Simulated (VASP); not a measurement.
## RbTaAs2: single point with PBE

Crystal: RbTaAs2.

```
CELL_PARAMETERS angstrom
3.33078 0.00000 0.00000
0.00000 3.33078 0.00000
0.00000 0.00000 8.29041
ATOMIC_POSITIONS crystal
Rb 0.00000 0.00000 0.00000
Ta 0.00000 0.00000 0.50000
As 0.50000 0.50000 0.32067
As 0.50000 0.50000 0.67933
```

```
Program             : VASP 6.6.1
Task                : single point
Functional          : PBE
Potentials or basis : VASP PAW PBE potentials, release 64 (Rb_sv, Ta_pv, As)
Cutoff              : 520 eV
k mesh              : 4 × 4 × 2
Occupations         : gaussian, width 0.1 eV
Spin                : no spin polarisation
```

```
Pressure               : 0.2 GPa
Largest force          : 0.034 eV/Å
Band gap on the k mesh : zero (band 15 reaches 5.24 eV, above the bottom of band 16 at 4.32 eV)
```

Forces on the atoms (eV/Å):
```
Rb   0.000  0.000  0.000
Ta   0.000  0.000  0.000
As   0.000  0.000 -0.034
As   0.000  0.000  0.034
```

Stress tensor (GPa, compression positive):
```
0.16 0.00 0.00
0.00 0.16 0.00
0.00 0.00 0.41
```

Levels at points of the mesh, in eV from the Fermi level:
```tsv
k point	band 12	band 13	band 14	band 15	band 16	band 17	band 18	band 19
(0.00, 0.00, 0.00)	-0.75	-0.75	-0.02	0.08	0.83	0.83	2.24	2.61
(0.50, 0.00, 0.00)	-2.67	-1.49	-1.26	-1.00	1.41	2.58	2.80	3.47
(0.50, 0.50, 0.00)	-3.41	-3.41	-3.26	-0.38	1.61	1.92	2.71	2.71
(0.00, 0.00, 0.50)	-1.59	-0.72	-0.72	0.76	0.76	1.08	2.24	2.72
(0.50, 0.00, 0.50)	-3.03	-1.48	-0.85	-0.75	1.42	2.50	3.27	3.66
(0.50, 0.50, 0.50)	-3.54	-3.54	-2.91	-0.19	-0.16	3.00	3.35	3.35
```

Wall time 30 s on 1 thread of Intel(R) Xeon(R) Platinum 8259CL CPU @ 2.50GHz (Skylake/Cascade Lake), with other jobs on the host, peak memory 0.22 GiB.

Caveat: the k points lie up to 0.47 Å⁻¹ apart; spin-orbit coupling is left out, which moves the levels of the heavy elements.
